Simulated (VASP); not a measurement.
# SiB2 (Fm-3m) in VASP: notebook, part 2 of 2

VASP 6.6.1. The steps go on from the part before.

### 4 Relaxation of cell and atoms, PBE

This run uses another cell than the first one, of 11.37 Å³/atom.

File INCAR:

```
SYSTEM = SiB2
ALGO     = Normal         ! electronic algorithm
EDIFF    = 1E-6           ! SCF threshold, eV
EDIFFG   = -0.04          ! ionic threshold
ENCUT    = 600            ! plane-wave cutoff, eV
GGA      = PE             ! functional
IBRION   = 2              ! ionic algorithm
ISIF     = 3              ! what is computed and relaxed
ISMEAR   = 0              ! smearing method
LASPH    = .True.         ! aspherical terms in the spheres
LCHARG   = .False.        ! write CHGCAR
LREAL    = .False.        ! projectors in reciprocal space
LWAVE    = .False.        ! write WAVECAR
NELM     = 60             ! most SCF steps
NSW      = 90             ! ionic steps
PREC     = Accurate       ! precision mode
SIGMA    = 0.1            ! smearing width, eV
```

File KPOINTS:

```
k-points
0
Gamma
  6 6 6
  0 0 0
```

File POSCAR:

```
SiB2
1.0
    0.0000000000      2.5741201600      2.5741201600
    2.5741201600      0.0000000000      2.5741201600
    2.5741201600      2.5741201600      0.0000000000
Si B
1 2
Direct
    0.0000000000      0.0000000000      0.0000000000
    0.2500000000      0.2500000000      0.2500000000
    0.7500000000      0.7500000000      0.7500000000
```

Run with:

```bash
$ cat potpaw_PBE.64/Si/POTCAR potpaw_PBE.64/B/POTCAR > POTCAR
$ mpirun -np 1 vasp_std > vasp.out
```

Wall time 8.6 s (1 thread of Intel Xeon 6975P-C (Granite Rapids), shared host); peak memory 0.16 GiB.

Results (log left out):

| Item | Value |
| --- | --- |
| Free energy | -15.6894 eV |
| Relaxed volume | 9.69 Å³/atom |
| Relaxed cell | a = 3.451 Å, b = 3.451 Å, c = 3.451 Å, α = 60.00°, β = 60.00°, γ = 60.00° |
| Space group after relaxing (to 0.1 Å) | Fm-3m (No. 225) |
| Energy gained by relaxing | 99.5 meV/atom |
| Ionic steps | 3 |
| Pressure after relaxing | 0.3 GPa |
| Band gap on the k mesh | zero (bands 5 and 6 overlap by 1.48 eV) |

Step by step:
```csv
step,energy change (eV),largest force (eV/Å),pressure (GPa),volume (Å³)
1,0.0000,0.0000,-16.94,34.11
2,-0.2933,0.0000,2.75,28.52
3,-0.2984,0.0000,0.32,29.06
```

Final structure:
```cif
data_structure
_symmetry_space_group_name_H-M 'P 1'
_symmetry_Int_Tables_number 1
_cell_length_a 3.4509
_cell_length_b 3.4509
_cell_length_c 3.4509
_cell_angle_alpha 60.000
_cell_angle_beta 60.000
_cell_angle_gamma 60.000
_cell_volume 29.06
loop_
_atom_site_label
_atom_site_type_symbol
_atom_site_fract_x
_atom_site_fract_y
_atom_site_fract_z
_atom_site_occupancy
Si1 Si 0.00000 0.00000 0.00000 1
B1 B 0.25000 0.25000 0.25000 1
B2 B 0.75000 0.75000 0.75000 1
```

Levels at points of the mesh, in eV from the Fermi level:
| k point | band 1 | band 2 | band 3 | band 4 | band 5 | band 6 | band 7 | band 8 | band 9 |
| --- | --- | --- | --- | --- | --- | --- | --- | --- | --- |
| (0.00, 0.00, 0.00) | -15.64 | -2.22 | -2.22 | -2.22 | 0.48 | 0.48 | 0.48 | 1.34 | 5.90 |
| (0.50, 0.00, 0.00) | -12.26 | -10.83 | -2.89 | -2.89 | -1.00 | -1.00 | -0.14 | 3.11 | 9.70 |
| (0.50, 0.50, 0.00) | -10.42 | -10.28 | -6.04 | -6.04 | -4.74 | 0.11 | 5.26 | 5.26 | 7.73 |

### 5 Single point, PBE

This run uses another cell than the first one, of 9.66 Å³/atom.

File INCAR:

```
  PREC = Accurate
  ENCUT = 520
  EDIFF = 1E-6
  ISMEAR = 0
  SIGMA = 0.1
  LREAL = False
  LASPH = True
  NELM = 100
  ALGO = Normal
  ISIF = 2
  LWAVE = False
  LCHARG = False
  GGA = PE
  NBANDS = 12
```

File KPOINTS:

```
Automatic mesh
0
Gamma
  16 16 16
```

File POSCAR:

```
SiB2
1.0
    0.0000000000      2.4375621281      2.4375621281
    2.4375621281      0.0000000000      2.4375621281
    2.4375621281      2.4375621281      0.0000000000
Si B
1 2
Direct
    0.0000000000      0.0000000000      0.0000000000
    0.2500000000      0.2500000000      0.2500000000
    0.7500000000      0.7500000000      0.7500000000
```

Run with:

```bash
$ cat potpaw_PBE.64/Si/POTCAR potpaw_PBE.64/B/POTCAR > POTCAR
$ mpirun -np 1 vasp_std > vasp.out
```

Run time: 21 s. Hardware: 1 thread of Intel Xeon 6975P-C (Granite Rapids), shared host; peak memory 0.18 GiB.

The run converged. Its results:

* Free energy: -15.7249 eV
* Pressure: -0.2 GPa
* Band gap on the k mesh: zero (bands 5 and 6 overlap by 1.54 eV)

Levels at points of the mesh, in eV from the Fermi level:
```
           k point  band 3  band 4  band 5  band 6  band 7  band 8
(0.00, 0.00, 0.00)   -1.92   -1.92    0.79    0.79    0.79    1.67
(0.50, 0.00, 0.00)   -2.58   -2.58   -0.69   -0.69    0.19    3.44
(0.50, 0.50, 0.00)   -5.74   -5.74   -4.43    0.42    5.58    5.58
```

### 6 Relaxation of cell and atoms, PBE

File INCAR:

```
PREC = Accurate
ENCUT = 600
EDIFF = 1E-7
ISMEAR = 0
SIGMA = 0.1
LREAL = False
LASPH = True
NELM = 80
ALGO = Normal
ISIF = 3
LWAVE = False
LCHARG = False
GGA = PE
IBRION = 2
NSW = 100
EDIFFG = -0.01
```

KPOINTS is that of step 5.

File POSCAR:

```
SiB2
1.0
    0.0000000000      2.4433506753      2.4433506753
    2.4433506753      0.0000000000      2.4433506753
    2.4433506753      2.4433506753      0.0000000000
Si B
1 2
Direct
    0.0000000000      0.0000000000      0.0000000000
    0.2500000000      0.2500000000      0.2500000000
    0.7500000000      0.7500000000      0.7500000000
```

Potentials or basis: VASP PAW PBE potentials, release 64 (Si, B).

Run with:

```bash
$ cat potpaw_PBE.64/Si/POTCAR potpaw_PBE.64/B/POTCAR > POTCAR
$ mpirun -np 1 vasp_std > vasp.out
```

OUTCAR:

```text
PREC = Accurate
   ENCUT = 600
   EDIFF = 1E-7
   ISMEAR = 0
   LREAL = False
   LASPH = True
   NELM = 80
   ISIF = 3
   GGA = PE
   IBRION = 2
   NSW = 100
   EDIFFG = -0.01

 ion  position               nearest neighbor table
   1  0.000  0.000  0.000-   2 2.12   3 2.12   3 2.12   3 2.12   3 2.12   2 2.12   2 2.12   2 2.12

   2  0.250  0.250  0.250-   1 2.12   1 2.12   1 2.12   1 2.12
   3  0.750  0.750  0.750-   1 2.12   1 2.12   1 2.12   1 2.12

  LATTYP: Found a face centered cubic cell.
 ALAT       =     4.8867013506

  Lattice vectors:

 A1 = (   0.0000000000,   2.4433506753,   2.4433506753)
 A2 = (   2.4433506753,   0.0000000000,   2.4433506753)
 A3 = (   2.4433506753,   2.4433506753,   0.0000000000)
[... 265 lines left out ...]
 cond. band min:       8.4443334024   @ k =  -0.3750   0.1250   0.0000
 fundamental gap:      0.0293643005
 Fermi energy:         8.4244302672

 k-point     1 :       0.0000    0.0000    0.0000
  band No.  band energies     occupation
      1      -6.9468      2.00000
      2       6.5002      2.00000
      3       6.5002      2.00000
      4       6.5002      2.00000
      5       9.2186      0.00000
      6       9.2186      0.00000
      7       9.2186      0.00000
      8      10.1069      0.00000
      9      14.6431      0.00000
[... 265 lines left out ...]
 k-point    24 :      -0.0625    0.0625    0.0000
  band No.  band energies     occupation
      1      -6.7778      2.00000
      2       5.4503      2.00000
      3       5.7702      2.00000
      4       6.6725      2.00000
      5       8.9029      0.00000
      6       9.3705      0.00000
      7       9.6482      0.00000
      8      10.8063      0.00000
      9      13.9566      0.00000

 [... further k-points ...]

------------------------ aborting loop because EDIFF is reached ----------------------------------------

  FORCE on cell =-STRESS in cart. coord.  units (eV):
  Direction    XX          YY          ZZ          XY          YZ          ZX
  --------------------------------------------------------------------------------------
  -------------------------------------------------------------------------------------
  Total        0.0010266      0.0010266      0.0010266      0.0000000      0.0000000     -0.0000000
  in kB        0.0568446      0.0568446      0.0568446      0.0000000      0.0000000     -0.0000000
  external PRESSURE =       0.0568446 kB  Pullay stress =       0.0000000 kB
[... 18 lines left out ...]
  FREE ENERGIE OF THE ION-ELECTRON SYSTEM (eV)
  ---------------------------------------------------
  free  energy   TOTEN  =       -15.7263238441 eV

  energy  without entropy=      -15.7222248725  energy(sigma->0) =      -15.72427436

 reached required accuracy - stopping structural energy minimisation
```

Run time: 38 s. Hardware: 1 thread of Intel Xeon 6975P-C (Granite Rapids), shared host; peak memory 0.19 GiB.

What came out:

| Item | Value |
| --- | --- |
| Free energy | -15.7263 eV |
| Relaxed volume | 9.65 Å³/atom |
| Relaxed cell | a = 3.446 Å, b = 3.446 Å, c = 3.446 Å, α = 60.00°, β = 60.00°, γ = 60.00° |
| Space group after relaxing (to 0.1 Å) | Fm-3m (No. 225) |
| Energy gained by relaxing | 0.3 meV/atom |
| Ionic steps | 3 |
| Pressure after relaxing | 0.0 GPa |
| Band gap on the k mesh | zero (bands 5 and 6 overlap by 1.54 eV) |

Step by step:
```csv
step,energy change (eV),largest force (eV/Å),pressure (GPa),volume (Å³)
1,0.0000,0.0000,-1.32,29.17
2,-0.0008,0.0000,0.56,28.84
3,-0.0010,0.0000,0.01,28.94
```

Final structure:
```
Si B
1.0
     0.00000    2.43668    2.43668
     2.43668    0.00000    2.43668
     2.43668    2.43668    0.00000
Si B
1 2
Cartesian
  0.0000 0.0000 0.0000
  1.2183 1.2183 1.2183
  3.6550 3.6550 3.6550
```

Levels at points of the mesh, in eV from the Fermi level:
| k point | band 1 | band 2 | band 3 | band 4 | band 5 | band 6 | band 7 | band 8 | band 9 |
| --- | --- | --- | --- | --- | --- | --- | --- | --- | --- |
| (0.00, 0.00, 0.00) | -15.37 | -1.92 | -1.92 | -1.92 | 0.79 | 0.79 | 0.79 | 1.68 | 6.22 |
| (0.50, 0.00, 0.00) | -11.98 | -10.55 | -2.59 | -2.59 | -0.70 | -0.70 | 0.19 | 3.44 | 10.06 |
| (0.50, 0.50, 0.00) | -10.14 | -9.99 | -5.75 | -5.75 | -4.43 | 0.42 | 5.59 | 5.59 | 8.07 |

### 7 Summary

| task | cell | k mesh | cutoff (eV) | gap on the mesh (eV) | pressure (GPa) | relaxed volume (Å³/atom) |
| --- | --- | --- | --- | --- | --- | --- |
| single point | a = 3.455 Å, angles 60.0°, 3 atoms | 6 × 6 × 6 | 520 | none | -0.1 | - |
| single point | a = 3.640 Å, angles 60.0°, 3 atoms | 6 × 6 × 6 | 520 | none | -16.9 | - |
| relaxation of cell and atoms | relaxed from a = 3.640 Å, angles 60.0°, 3 atoms | 6 × 6 × 6 | 600 | none | 0.3 | 9.69 |
| single point | a = 3.447 Å, angles 60.0°, 3 atoms | 16 × 16 × 16 | 520 | none | -0.2 | - |
| relaxation of cell and atoms | relaxed from a = 3.455 Å, angles 60.0°, 3 atoms | 16 × 16 × 16 | 600 | none | 0.0 | 9.65 |

Alike in all rows: level PBE; potentials or basis VASP PAW PBE potentials, release 64 (Si, B); no spin polarisation; smearing gaussian 0.1 eV.

Caveats: some runs use coarse meshes; the cell stands under tension (at least some runs).

Total energies depend on the potentials used, so only differences within one code and one set of settings carry meaning.
